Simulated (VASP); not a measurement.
Set up this calculation in VASP 6.6.1, as the native input.

* Task: single point
* Functional: PBE
* Potentials or basis: VASP PAW PBE potentials, release 64 (P, K_sv, Rb_sv, Pb_d)
* Cutoff: 520 eV
* k mesh: 6 × 6 × 6
* Occupations: fermi-dirac, width 0.1 eV
* Spin: no spin polarisation
* Dipole correction: no
* Further INCAR settings: ALGO = Normal; EDIFF = 1e-06; NBANDS = 46

The structure of KRb2P6Pb lies in POSCAR:

```
KRb2P6Pb
1.0
    0.0000000000      5.0176170000      5.0176170000
    5.0176170000      0.0000000000      5.0176170000
    5.0176170000      5.0176170000      0.0000000000
P K Rb Pb
6 1 2 1
Direct
    0.7650000000      0.2350000000      0.2350000000
    0.2350000000      0.7650000000      0.2350000000
    0.2350000000      0.7650000000      0.7650000000
    0.7650000000      0.2350000000      0.7650000000
    0.2350000000      0.2350000000      0.7650000000
    0.7650000000      0.7650000000      0.2350000000
    0.5000000000      0.5000000000      0.5000000000
    0.2500000000      0.2500000000      0.2500000000
    0.7500000000      0.7500000000      0.7500000000
    0.0000000000      0.0000000000      0.0000000000
```

These files were run (other wordings do the same):

INCAR

```
PREC = Accurate ; ENCUT = 520
EDIFF = 1E-6 ; ISMEAR = -1
SIGMA = 0.1 ; LREAL = False
LASPH = True ; NELM = 100
ALGO = Normal ; ISIF = 2
LWAVE = False ; LCHARG = False
GGA = PE ; NBANDS = 46
```

KPOINTS

```
Automatic mesh
0
Gamma
  6 6 6
```

Potentials or basis: VASP PAW PBE potentials, release 64 (P, K_sv, Rb_sv, Pb_d).

Launch:

```sh
$ cat potpaw_PBE.64/P/POTCAR potpaw_PBE.64/K_sv/POTCAR potpaw_PBE.64/Rb_sv/POTCAR potpaw_PBE.64/Pb_d/POTCAR > POTCAR
$ mpirun -np 1 vasp_std > vasp.out
```

Results of the run:

```
Pressure      : 13.2 GPa
Largest force : 1.800 eV/Å
```

Caveat: forces of over 1 eV/Å act on the atoms, so gaps and moduli don't describe the material at rest.

Wall time 4.2 min on 1 thread of Intel(R) Xeon(R) Platinum 8259CL CPU @ 2.50GHz (Skylake/Cascade Lake) (shared host), peak memory 0.5 GiB.
